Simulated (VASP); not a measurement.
Runs of VASP 6.6.1 on SnTe3. The structure is that of space group Pm-3m (No. 221), or close to it. The cells are those of the table. 

| task | cell | k mesh | cutoff (eV) | gap on the mesh (eV) | pressure (GPa) | relaxed volume (Å³/atom) |
| --- | --- | --- | --- | --- | --- | --- |
| single point | a = 4.903 Å, 4 atoms | 4 × 4 × 4 | 520 | none | -0.1 | - |
| relaxation of cell and atoms | relaxed from a = 4.903 Å, 4 atoms | 10 × 10 × 10 | 600 | none | 0.0 | 29.14 |
| single point | a = 4.886 Å, 4 atoms | 10 × 10 × 10 | 520 | none | -0.1 | - |
| single point | a = 5.601 Å, 4 atoms | 4 × 4 × 4 | 520 | none | -7.1 | - |
| relaxation of cell and atoms | relaxed from a = 5.601 Å, 4 atoms | 4 × 4 × 4 | 600 | none | 0.1 | (a) |

Alike in all rows: level PBE; potentials or basis VASP PAW PBE potentials, release 64 (Sn_d, Te); no spin polarisation; smearing gaussian 0.1 eV.

Task: Fill in the values left out.

Result: (a) 29.35.

Caveats: spin-orbit coupling is left out, which moves the levels of the heavy elements; the volume moved by over 15 % at a fixed basis, so the end points are rough (some runs).

A k mesh can miss the band edges, and the runs leave out spin-orbit coupling on Sn, Te.

A gap of «none» marks levels without a gap at the run's occupations.
